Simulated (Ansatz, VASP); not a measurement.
# MgO: VASP beside Ansatz

```
CELL_PARAMETERS angstrom
3.12810 0.00000 0.00000
-1.56405 2.70902 0.00000
0.00000 0.00000 12.02631
ATOMIC_POSITIONS crystal
Mg 0.33333 0.66667 0.96949
Mg 0.00000 0.00000 0.22082
Mg 0.00000 0.00000 0.72082
Mg 0.66667 0.33333 0.46949
O 0.33333 0.66667 0.78004
O 0.00000 0.00000 0.52964
O 0.00000 0.00000 0.02964
O 0.66667 0.33333 0.28004
```

Alike in both runs: task single point; functional PBE; k mesh 9 × 9 × 4; occupations gaussian, width 0.05 eV; no spin polarisation.

|  | VASP | Ansatz |
| --- | --- | --- |
| version | VASP 6.6.1 | Ansatz 0.2.0 |
| potentials or method | VASP PAW PBE potentials, release 64 (Mg, O), cutoff 520 eV | scalar-relativistic, plane waves, PAW |
| valence electrons in the cell | 32 | 64 |

```tsv
	VASP	Ansatz	Ansatz less VASP
gap on the k mesh at the Fermi level (eV)	2.83	2.86	+0.027
least direct gap on the mesh (eV)	2.83	2.86	+0.027
pressure (GPa)	0.1	0.5	+0.36
traceless stress, the component that is largest in VASP (GPa)	-20.74	-20.45	+0.286
rms of the force components (eV/Å)	0.278	0.274	-0.0033
```

Atom by atom the forces differ by 0.003 eV/Å (rms over components). VASP's potentials hold 32 valence electrons a cell and Ansatz's 64, so a difference there can come from the potentials and not from the codes.
